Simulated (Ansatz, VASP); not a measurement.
Two plane-wave programs on As

```
As
1.0
     4.56640    0.00000    0.00000
    -2.28320    3.95462    0.00000
     0.00000    0.00000    2.83374
As
2
Direct
  0.33333 0.66667 0.00000
  0.66667 0.33333 0.00000
```

Alike in both runs: functional BLYP; k mesh 4 × 4 × 5; occupations fermi-dirac, width 0.05 eV; no spin polarisation.

|  | VASP | Ansatz |
| --- | --- | --- |
| version | VASP 6.6.1 | Ansatz 0.2.0 |
| potentials or method | VASP PAW PBE potentials, release 64 (As) | Ansatz PAW |
| plane-wave cutoff (eV) | 520 | 420 |
| valence electrons in the cell | 10 | 30 |
| task | single point | projected density of states |

VASP gave:

| Property | Result |
| --- | --- |
| gap on the k mesh at the Fermi level (eV) | none |
| pressure (GPa) | 3.7 |
| traceless stress, the component that is largest in VASP (GPa) | 5.47 |

Task: Which values does Ansatz return?

Result: gap on the k mesh at the Fermi level (eV): none; pressure (GPa): 3.4; traceless stress, the component that is largest in VASP (GPa): 5.58.

VASP's potentials were made for PBE, not for BLYP. A gap of «none» marks a metal or a gap that the smearing closes. VASP's potentials hold 10 valence electrons a cell and Ansatz's 30, so a difference there can come from the potentials and not from the codes.

The k mesh is coarse, so the values compare programs but aren't converged.
